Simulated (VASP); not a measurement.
# Ga (Fd-3m) in VASP: further runs

The runs below take Ga through single point, with LDA.

All numbers are computed with VASP 6.6.1; they aren't measurements. Logs are shortened: lines on timing, memory, paths and dates and some standing lists are left out, and cuts for length are marked.

### 1 The cell of the first run

The structure is cubic, space group Fd-3m (No. 227). Conventional cell: a = 5.522 Å, b = 5.522 Å, c = 5.522 Å, α = 90.00°, β = 90.00°, γ = 90.00°. Within 3.2 Å of Ga (site symmetry -43m) lie 4 Ga at 2.39 Å.

### 2 Single point, LDA (volume scaled by 0.92)

The input, INCAR:

```
PREC = Accurate
ENCUT = 520
EDIFF = 1E-6
ISMEAR = -1
SIGMA = 0.1
LREAL = False
LASPH = True
NELM = 80
ALGO = Normal
ISIF = 2
LWAVE = False
LCHARG = False
NBANDS = 20
```

The input, KPOINTS:

```
regular mesh
0
Gamma
  11 11 11
```

The input, POSCAR:

```
Ga
1.0
    0.0000000000      2.7611258928      2.7611258928
    2.7611258928      0.0000000000      2.7611258928
    2.7611258928      2.7611258928      0.0000000000
Ga
2
Direct
    0.1250000000      0.1250000000      0.1250000000
    0.8750000000      0.8750000000      0.8750000000
```

Potentials or basis: VASP PAW LDA potentials, release 64 (Ga_d).

Launch:

```sh
cat potpaw_LDA.64/Ga_d/POTCAR > POTCAR
mpirun -np 1 vasp_std > vasp.out
```

OUTCAR:

```text
PREC = Accurate
   ENCUT = 520
   EDIFF = 1E-6
   ISMEAR = -1
   LREAL = False
   LASPH = True
   NELM = 80
   ISIF = 2

 ion  position               nearest neighbor table
   1  0.125  0.125  0.125-   2 2.39   2 2.39   2 2.39   2 2.39
   2  0.875  0.875  0.875-   1 2.39   1 2.39   1 2.39   1 2.39

  LATTYP: Found a face centered cubic cell.
 ALAT       =     5.5222517856

  Lattice vectors:

 A1 = (   0.0000000000,   2.7611258928,   2.7611258928)
 A2 = (   2.7611258928,   0.0000000000,   2.7611258928)
 A3 = (   2.7611258928,   2.7611258928,   0.0000000000)

Analysis of symmetry for initial positions (statically):
=====================================================================
 Subroutine PRICEL returns:
 Original cell was already a primitive cell.

 Routine SETGRP: Setting up the symmetry group for a
 face centered cubic supercell.

 Subroutine GETGRP returns: Found 48 space group operations
 (whereof 12 operations were pure point group operations)
 out of a pool of 48 trial point group operations.

The static configuration has the point symmetry D_3d.
 The point group associated with its full space group is O_h .

Analysis of symmetry for dynamics (positions and initial velocities):
=====================================================================
 Subroutine PRICEL returns:
 Original cell was already a primitive cell.

 Routine SETGRP: Setting up the symmetry group for a
 face centered cubic supercell.

 Subroutine GETGRP returns: Found 48 space group operations
 (whereof 12 operations were pure point group operations)
 out of a pool of 48 trial point group operations.

The dynamic configuration has the point symmetry D_3d.
 The point group associated with its full space group is O_h .

 Subroutine INISYM returns: Found 48 space group operations
 (whereof 12 operations are pure point group operations),
 and found     1 'primitive' translations

----------------------------------------------------------------------------------------

                                     Primitive cell

  volume of cell :      42.1006

  direct lattice vectors                    reciprocal lattice vectors
     0.000000000  2.761125893  2.761125893    -0.181085550  0.181085550  0.181085550
     2.761125893  0.000000000  2.761125893     0.181085550 -0.181085550  0.181085550
     2.761125893  2.761125893  0.000000000     0.181085550  0.181085550 -0.181085550
[... 79 lines left out ...]
   LNONCOLLINEAR =      F non collinear calculations
   LSORBIT =      F    spin-orbit coupling
   LASPH  =      T    aspherical Exc in radial PAW
   ENCUT  =  520.0 eV  38.22 Ry    6.18 a.u.   7.26  7.26  7.26*2*pi/ulx,y,z
   NELM   =     80;   NELMIN=  2; NELMDL= -5     # of ELM steps
   EDIFF  = 0.1E-05   stopping-criterion for ELM
   LREAL  =      F    real-space projection
   EDIFFG = 0.1E-04   stopping-criterion for IOM
   NSW    =      0    number of steps for IOM
   IBRION =     -1    ionic relax: 0-MD 1-quasi-New 2-CG
   NFREE  =      0    steps in history (QN), initial steepest desc. (CG)
   ISIF   =      2    stress and relaxation
   ISYM   =      2    0-nonsym 1-usesym 2-fastsym
   POTIM  = 0.5000    time-step for ionic-motion
   TEBEG  =    0.0;   TEEND  =   0.0 temperature during run
   PSTRESS=    0.0 pullay stress
   NELECT =      26.0000    total number of electrons
   NUPDOWN=      -1.0000    fix difference up-down
   EMIN   =  10.00;   EMAX   =-10.00  energy-range for DOS
   EFERMI =   0.00;   METHOD = LEGACY
   ISMEAR =    -1;   SIGMA  =   0.10  broadening in eV -4-tet -1-fermi 0-gaus
   EFERMI_NEDOS =   21; number of points for ismear=-14 and -15
   IALGO  =     38    algorithm
   IMIX   =      4    mixing-type and parameters
     AMIX     =   0.40;   BMIX     =  1.00
     AMIX_MAG =   1.60;   BMIX_MAG =  1.00
  volume/ion in A,a.u.               =      21.05       142.05
  Fermi-wavevector in a.u.,A,eV,Ry     =   1.394129  2.634522 26.444238  1.943597
  Thomas-Fermi vector in A             =   2.517708
   LORBIT       =      0    0 simple, 1 ext, 2 COOP (PROOUT), +10 PAW based schemes
   GGA     = CA    functional components
   LHFCALC =     F    Hartree Fock is set to
   AEXX    =    0.0000 exact exchange contribution
   IVDW    =     0    specifies the selected vdW correction
   LEPSILON=     F    determine dielectric tensor
   LRPA    =     F    only Hartree local field effects (RPA)
 non-spin polarized calculation
  energy-cutoff  :      520.00
  volume of cell :       42.10
 maximum number of plane-waves:      1147
 NGX is ok and might be reduce to    30
   NGX = 15   NGY = 15   NGZ = 15

 number of electron      25.9999989 magnetization

 Free energy of the ion-electron system (eV)
  ---------------------------------------------------
  ext. energy  EPLUGINS =         0.00000000
  ---------------------------------------------------
  free energy    TOTEN  =        -6.50863087 eV

  energy without entropy =       -6.47357252  energy(sigma->0) =       -6.49110169

 E-fermi :   3.6151     XC(G=0): -10.4952

 val. band max:        3.6011765186   @ k =   0.3636   0.1818   0.0909
 cond. band min:       3.6385307887   @ k =  -0.3636   0.3636   0.0000
 fundamental gap:      0.0373542702
 Fermi energy:         3.6151300449

 k-point     1 :       0.0000    0.0000    0.0000
  band No.  band energies     occupation
      1     -11.4071      2.00000
      2     -11.4071      2.00000
      3     -11.4071      2.00000
      4     -11.3507      2.00000
      5     -11.3507      2.00000
      6     -10.8969      2.00000
[... 541 lines left out ...]
     19      13.0568      0.00000
     20      15.8535      0.00000

 [... further k-points ...]

------------------------ aborting loop because EDIFF is reached ----------------------------------------

  FORCE on cell =-STRESS in cart. coord.  units (eV):
  Direction    XX          YY          ZZ          XY          YZ          ZX
  --------------------------------------------------------------------------------------
  -------------------------------------------------------------------------------------
  Total        1.3829698      1.3829698      1.3829698      0.0000000      0.0000000      0.0000000
  in kB       52.6301553     52.6301553     52.6301553      0.0000000      0.0000000      0.0000000
  external PRESSURE =      52.6301553 kB  Pullay stress =       0.0000000 kB

 VOLUME and BASIS-vectors are now :
 -----------------------------------------------------------------------------
  energy-cutoff  :      520.00
  volume of cell :       42.10
      direct lattice vectors                 reciprocal lattice vectors
     0.000000000  2.761125893  2.761125893    -0.181085550  0.181085550  0.181085550
     2.761125893  0.000000000  2.761125893     0.181085550 -0.181085550  0.181085550
     2.761125893  2.761125893  0.000000000     0.181085550  0.181085550 -0.181085550

 POSITION                                       TOTAL-FORCE (eV/Angst)
 -----------------------------------------------------------------------------------
      0.69028      0.69028      0.69028         0.000000     -0.000000     -0.000000
      4.83197      4.83197      4.83197        -0.000000      0.000000      0.000000
 -----------------------------------------------------------------------------------
    total drift:                               -0.000000      0.000000      0.000000

  FREE ENERGIE OF THE ION-ELECTRON SYSTEM (eV)
  ---------------------------------------------------
  free  energy   TOTEN  =        -6.5086308698 eV

  energy  without entropy=       -6.4735725193  energy(sigma->0) =       -6.49110169
```

It took 32 s on 1 thread of Intel Xeon Platinum 8488C (Sapphire Rapids), shared host; peak memory 0.16 GiB.

Results:

| Item | Value |
| --- | --- |
| Free energy | -6.5086 eV |
| Pressure | 5.3 GPa |
| Band gap on the k mesh | zero (band 13 reaches 6.92 eV, above the bottom of band 14 at 2.26 eV) |

Caveat: the cell differs from its parent crystal (volume scaled by 0.92).

### 3 Single point, LDA (volume scaled by 0.96)

The input, INCAR:

```
PREC = Accurate
ENCUT = 520
EDIFF = 1E-6
ISMEAR = -1
SIGMA = 0.1
LREAL = F
LASPH = T
NELM = 100
ALGO = Normal
ISIF = 2
LWAVE = F
LCHARG = F
NBANDS = 20
```

The input, KPOINTS:

```
Automatic mesh
0
Gamma
  11 11 11
```

The input, POSCAR:

```
Ga
1.0
    0.0000000000      2.8005758783      2.8005758783
    2.8005758783      0.0000000000      2.8005758783
    2.8005758783      2.8005758783      0.0000000000
Ga
2
Direct
    0.1250000000      0.1250000000      0.1250000000
    0.8750000000      0.8750000000      0.8750000000
```

Potentials or basis: VASP PAW LDA potentials, release 64 (Ga_d).

Launch:

```sh
cat potpaw_LDA.64/Ga_d/POTCAR > POTCAR
mpirun -np 1 vasp_std > vasp.out
```

Wall time 28 s (1 thread of Intel Xeon Platinum 8488C (Sapphire Rapids), shared host); peak memory 0.16 GiB.

The run converged. Its results:

| Item | Value |
| --- | --- |
| Free energy | -6.5516 eV |
| Pressure | 2.4 GPa |
| Band gap on the k mesh | zero (band 13 reaches 6.45 eV, above the bottom of band 14 at 2.02 eV) |

Levels at points of the mesh, in eV from the Fermi level:
```csv
k point,band 10,band 11,band 12,band 13,band 14,band 15,band 16,band 17
"(0.00, 0.00, 0.00)",-14.42,-10.10,3.16,3.16,3.16,4.82,5.21,5.21
```

Caveat: the cell differs from its parent crystal (volume scaled by 0.96).

### 4 Single point, LDA

This run uses another cell than the first one, of 22.88 Å³/atom, 1.087 times its volume.

The input, INCAR:

```
SYSTEM = Ga
PREC = Accurate ; ENCUT = 520
EDIFF = 1E-7 ; ISMEAR = -1
SIGMA = 0.1 ; LREAL = .False.
LASPH = .True. ; NELM = 100
ALGO = Normal ; ISIF = 2
LWAVE = .False. ; LCHARG = .False.
NBANDS = 20
```

The input, KPOINTS:

```
regular mesh
0
Gamma
  11 11 11
  0 0 0
```

The input, POSCAR:

```
Ga
1.0
    0.0000000000      2.8389446993      2.8389446993
    2.8389446993      0.0000000000      2.8389446993
    2.8389446993      2.8389446993      0.0000000000
Ga
2
Direct
    0.1250000000      0.1250000000      0.1250000000
    0.8750000000      0.8750000000      0.8750000000
```

Launch:

```sh
cat potpaw_LDA.64/Ga_d/POTCAR > POTCAR
mpirun -np 1 vasp_std > vasp.out
```

Run time: 35 s. Hardware: 1 thread of Intel Xeon Platinum 8488C (Sapphire Rapids), shared host; peak memory 0.16 GiB.

It converged, with:

```yaml
Free_energy: -6.5657 eV
Pressure: 0.1 GPa
Band_gap_on_the_k_mesh: zero (band 13 reaches 6.03 eV, above the bottom of band 14 at 1.80 eV)
```

Levels at points of the mesh, in eV from the Fermi level:
```csv
k point,band 9,band 10,band 11,band 12,band 13,band 14,band 15,band 16,band 17,band 18
"(0.00, 0.00, 0.00)",-14.43,-14.43,-9.88,3.02,3.02,3.02,4.36,5.08,5.08,5.08
```

### 5 Summary

| cell | gap on the mesh (eV) | pressure (GPa) |
| --- | --- | --- |
| a = 3.905 Å, angles 60.0°, 2 atoms | none | 5.3 |
| a = 3.961 Å, angles 60.0°, 2 atoms | none | 2.4 |
| a = 4.015 Å, angles 60.0°, 2 atoms | none | 0.1 |

Alike in all rows: task single point; level LDA; potentials or basis VASP PAW LDA potentials, release 64 (Ga_d); no spin polarisation; k mesh 11 × 11 × 11; cutoff (eV) 520; smearing fermi-dirac 0.1 eV.

Absolute energies hang on the potentials; compare differences alone.
